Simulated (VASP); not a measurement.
Runs of VASP 6.6.1 on Bi2Te3. The structure is that of space group Pm-3m (No. 221), or close to it. The cells are those of the table. The cell was generated, and may not be a known phase.

```tsv
task	cell	k mesh	cutoff (eV)	gap on the mesh (eV)	pressure (GPa)	relaxed volume (Å³/atom)
relaxation of cell and atoms	relaxed from a = 5.838 Å, 5 atoms	6 × 6 × 6	600	none	0.0	40.22
single point	a = 5.838 Å, 5 atoms	4 × 4 × 4	520	none	0.3	-
single point	a = 5.567 Å, 5 atoms	4 × 4 × 4	520	none	(a)	-
relaxation of cell and atoms	relaxed from a = 5.567 Å, 5 atoms	4 × 4 × 4	600	none	0.0	40.09
single point	a = 5.857 Å, 5 atoms	6 × 6 × 6	520	none	0.0	-
```

Alike in all rows: level PBE; potentials or basis VASP PAW PBE potentials, release 64 (Bi_d, Te); no spin polarisation; smearing gaussian 0.1 eV.

**Question.** Fill in the values left out.

**Answer.** (a) 7.0.

Caveats: spin-orbit coupling is left out, which moves the levels of the heavy elements; the cell stands under pressure (at least some runs); the volume moved by over 15 % at a fixed basis, so the end points are rough (at least some runs).

A k mesh can miss the band edges, and the runs leave out spin-orbit coupling on Bi, Te.

A gap of «none» marks levels without a gap at the run's occupations.
